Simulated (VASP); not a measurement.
# BaLi2S2 (P-3m1) in VASP: further runs, part 2 of 2

VASP 6.6.1. Earlier steps stand in the parts before.

## (5) Relaxation of shape and atoms at fixed volume, PBE (21.47 Å³/atom)

This run uses another cell than the first one, of 21.47 Å³/atom.

INCAR reads:

```
SYSTEM = BaLi2S2
PREC     = Accurate       ! precision mode
ENCUT    = 600            ! plane-wave cutoff, eV
EDIFF    = 1E-7           ! SCF threshold, eV
ISMEAR   = 0              ! smearing method
SIGMA    = 0.02           ! smearing width, eV
LREAL    = .False.        ! projectors in reciprocal space
LASPH    = .True.         ! aspherical terms in the spheres
NELM     = 60             ! most SCF steps
ALGO     = Normal         ! electronic algorithm
ISIF     = 4              ! what is computed and relaxed
LWAVE    = .False.        ! write WAVECAR
LCHARG   = .False.        ! write CHGCAR
GGA      = PE             ! functional
IBRION   = 2              ! ionic algorithm
NSW      = 50             ! ionic steps
EDIFFG   = -0.01          ! ionic threshold
```

KPOINTS reads:

```
Automatic mesh
0
Gamma
  6 6 4
  0 0 0
```

POSCAR reads:

```
BaLi2S2
1.0
    4.2038582867      0.0000000000      0.0000000000
   -2.1019291434      3.6406480702      0.0000000000
    0.0000000000      0.0000000000      7.0142794594
Ba Li S
1 2 2
Direct
    0.0000000000      0.0000000000      0.0000000000
    0.6666666667      0.3333333333      0.6127950142
    0.3333333333      0.6666666667      0.3872049858
    0.6666666667      0.3333333333      0.2728288052
    0.3333333333      0.6666666667      0.7271711948
```

Potentials or basis: VASP PAW PBE potentials, release 64 (Ba_sv, Li_sv, S).

Command:

```bash
$ cat potpaw_PBE.64/Ba_sv/POTCAR potpaw_PBE.64/Li_sv/POTCAR potpaw_PBE.64/S/POTCAR > POTCAR
$ mpirun -np 1 vasp_std > vasp.out
```

OUTCAR:

```text
SYSTEM = BaLi2S2
   PREC = Accurate
   ENCUT = 600
   EDIFF = 1E-7
   ISMEAR = 0
   LREAL = .False.
   LASPH = .True.
   NELM = 60
   ISIF = 4
   GGA = PE
   IBRION = 2
   NSW = 50
   EDIFFG = -0.01

 ion  position               nearest neighbor table
   1  0.000  0.000  0.000-   4 3.09   5 3.09   4 3.09   5 3.09   4 3.09   5 3.09   2 3.64   3 3.64
                             3 3.64   2 3.64   2 3.64   3 3.64
   2  0.667  0.333  0.613-   4 2.38   5 2.56   5 2.56   5 2.56   1 3.64   1 3.64   1 3.64
   3  0.333  0.667  0.387-   5 2.38   4 2.56   4 2.56   4 2.56   1 3.64   1 3.64   1 3.64
   4  0.667  0.333  0.273-   2 2.38   3 2.56   3 2.56   3 2.56   1 3.09   1 3.09   1 3.09
   5  0.333  0.667  0.727-   3 2.38   2 2.56   2 2.56   2 2.56   1 3.09   1 3.09   1 3.09

  LATTYP: Found a hexagonal cell.
 ALAT       =     4.2038582867
 C/A-ratio  =     1.6685337566

  Lattice vectors:

 A1 = (   4.2038582867,   0.0000000000,   0.0000000000)
 A2 = (  -2.1019291434,   3.6406480702,   0.0000000000)
 A3 = (   0.0000000000,   0.0000000000,   7.0142794594)

Analysis of symmetry for initial positions (statically):
=====================================================================
 Subroutine PRICEL returns:
 Original cell was already a primitive cell.

[... 167 lines left out ...]

 number of electron      27.9999993 magnetization

 Free energy of the ion-electron system (eV)
  ---------------------------------------------------
  ext. energy  EPLUGINS =         0.00000000
  ---------------------------------------------------
  free energy    TOTEN  =       -21.85447046 eV

  energy without entropy =      -21.85447046  energy(sigma->0) =      -21.85447046

------------------------ aborting loop because EDIFF is reached ----------------------------------------

  FORCE on cell =-STRESS in cart. coord.  units (eV):
  Direction    XX          YY          ZZ          XY          YZ          ZX
  --------------------------------------------------------------------------------------
  -------------------------------------------------------------------------------------
  Total        2.0892958      2.0892958      2.3325010     -0.0000000     -0.0000000     -0.0000000
  in kB       31.1817638     31.1817638     34.8114888     -0.0000000     -0.0000000     -0.0000000
  external PRESSURE =      32.3916721 kB  Pullay stress =       0.0000000 kB
[... 143 lines left out ...]
--------------------------------------- Ionic step        5  -------------------------------------------

 number of electron      27.9999997 magnetization

 Free energy of the ion-electron system (eV)
  ---------------------------------------------------
  ext. energy  EPLUGINS =         0.00000000
  ---------------------------------------------------
  free energy    TOTEN  =       -21.85833582 eV

  energy without entropy =      -21.85833582  energy(sigma->0) =      -21.85833582

 E-fermi :   1.8056     XC(G=0):  -8.7295

 val. band max:        1.7018994699   @ k =   0.0000   0.0000   0.0000
 cond. band min:       4.3024841583   @ k =   0.5000   0.0000   0.0000
 fundamental gap:      2.6005846885
 Fermi energy:         1.8056383620

 k-point     1 :       0.0000    0.0000    0.0000
  band No.  band energies     occupation
      1     -42.4905      2.00000
      2     -42.4730      2.00000
      3     -24.3294      2.00000
      4     -10.4593      2.00000
      5      -9.3442      2.00000
      6      -9.3442      2.00000
[... 525 lines left out ...]
  FREE ENERGIE OF THE ION-ELECTRON SYSTEM (eV)
  ---------------------------------------------------
  free  energy   TOTEN  =       -21.8583358152 eV

  energy  without entropy=      -21.8583358152  energy(sigma->0) =      -21.85833582

 reached required accuracy - stopping structural energy minimisation
```

OSZICAR:

```text
N       E                     dE             d eps       ncg     rms          rms(c)
DAV:   1     0.201013179098E+03    0.20101E+03   -0.13812E+04   864   0.164E+03
[... 43 lines left out ...]
       N       E                     dE             d eps       ncg     rms          rms(c)
DAV:   1    -0.218584382938E+02   -0.20680E-03   -0.19815E-02   866   0.109E+00    0.759E-02
DAV:   2    -0.218583685935E+02    0.69700E-04   -0.40567E-04  1134   0.157E-01    0.389E-02
DAV:   3    -0.218583375514E+02    0.31042E-04   -0.91544E-05  1106   0.538E-02    0.208E-02
DAV:   4    -0.218583356135E+02    0.19379E-05   -0.13874E-05  1234   0.230E-02    0.689E-03
DAV:   5    -0.218583359140E+02   -0.30047E-06   -0.16978E-06  1156   0.835E-03    0.243E-03
DAV:   6    -0.218583358152E+02    0.98807E-07   -0.48731E-07   840   0.370E-03
   5 F= -.21858336E+02 E0= -.21858336E+02  d E =-.104338E-03
```

CONTCAR:

```text
BaLi2S2
   1.00000000000000
     4.1924221856485850   -0.0000000000050267   -0.0000000000000000
    -2.0962110928785100    3.6307441161731266    0.0000000000000000
     0.0000000000000000   -0.0000000000000000    7.0525987945552631
  Ba              Li              S
     1     2     2
Direct
     0.0000000000000000    0.0000000000000000    1.0000000000000000
     0.6666666667000030    0.3333333332999970    0.6132800918632597
     0.3333333332999970    0.6666666667000030    0.3867199081367404
     0.6666666667000030    0.3333333332999970    0.2757058205941505
     0.3333333332999970    0.6666666667000030    0.7242941794058494

  0.00000000E+00  0.00000000E+00  0.00000000E+00
  0.00000000E+00  0.00000000E+00  0.00000000E+00
  0.00000000E+00  0.00000000E+00  0.00000000E+00
  0.00000000E+00  0.00000000E+00  0.00000000E+00
  0.00000000E+00  0.00000000E+00  0.00000000E+00
```

It took 2.9 min on 1 thread of Intel Xeon Platinum 8375C at 2.90GHz (Ice Lake), shared host; peak memory 0.29 GiB.

What came out:

```yaml
Free_energy: -21.8583 eV
Energy_gained_by_relaxing: 0.8 meV/atom
Ionic_steps: 5
Pressure_after_relaxing: 3.0 GPa
Largest_force_after_relaxing: 0.007 eV/Å
Band_gap_on_the_k_mesh: 2.60 eV (least direct gap 2.89 eV)
```

Forces in eV/Å, atoms in the order of the input:
```
Ba   0.000  0.000  0.000
Li   0.000  0.000  0.007
Li   0.000  0.000 -0.007
S    0.000  0.000 -0.004
S    0.000  0.000  0.004
```

The path:
```
step  energy change (eV)  largest force (eV/Å)  pressure (GPa)  volume (Å³)
   1              0.0000                0.1517            3.24       107.35
   2             -0.0022                0.0941            3.17       107.35
   3             -0.0038                0.0150            3.04       107.35
   4             -0.0038                0.0135            3.05       107.35
   5             -0.0039                0.0070            3.04       107.35
```

Final structure:
```
Ba Li S
1.0
     4.19242    0.00000    0.00000
    -2.09621    3.63074    0.00000
     0.00000    0.00000    7.05260
Ba Li S
1 2 2
Direct
  0.00000 0.00000 0.00000
  0.66667 0.33333 0.61328
  0.33333 0.66667 0.38672
  0.66667 0.33333 0.27571
  0.33333 0.66667 0.72429
```

Caveat: the cutoff is under 1.25 times the usual one of these potentials, so pressure, stress and relaxed cells hold a basis-set (Pulay) error; spin-orbit coupling is left out, which moves the levels of the heavy elements. A k mesh can miss the band edges.

## (6) Overview

```csv
task,cell,smearing,gap on the mesh (eV),pressure (GPa),largest force (eV/Å)
relaxation of cell and atoms,"relaxed from a = 4.137, b = 4.137, c = 6.704 Å, angles 90.0, 90.0, 120.0°, 5 atoms, atomic positions A",gaussian 0.1 eV,2.73,-0.1,0.02
relaxation of shape and atoms at fixed volume,"relaxed from a = 4.094, b = 4.094, c = 6.923 Å, angles 90.0, 90.0, 120.0°, 5 atoms, atomic positions B",gaussian 0.02 eV,2.45,6.7,0.01
relaxation of shape and atoms at fixed volume,"relaxed from a = 4.150, b = 4.150, c = 6.968 Å, angles 90.0, 90.0, 120.0°, 5 atoms, atomic positions C",gaussian 0.02 eV,2.53,4.7,0.01
relaxation of shape and atoms at fixed volume,"relaxed from a = 4.204, b = 4.204, c = 7.014 Å, angles 90.0, 90.0, 120.0°, 5 atoms, atomic positions D",gaussian 0.02 eV,2.60,3.0,0.01
```

Alike in all rows: level PBE; potentials or basis VASP PAW PBE potentials, release 64 (Ba_sv, Li_sv, S); no spin polarisation; k mesh 6 × 6 × 4; cutoff (eV) 600.

Caveats: the cutoff is under 1.25 times the usual one of these potentials, so pressure, stress and relaxed cells hold a basis-set (Pulay) error; spin-orbit coupling is left out, which moves the levels of the heavy elements; the volume moved by over 15 % at a fixed basis, so the end points are rough (at least some runs).

Absolute energies hang on the potentials; compare differences alone.
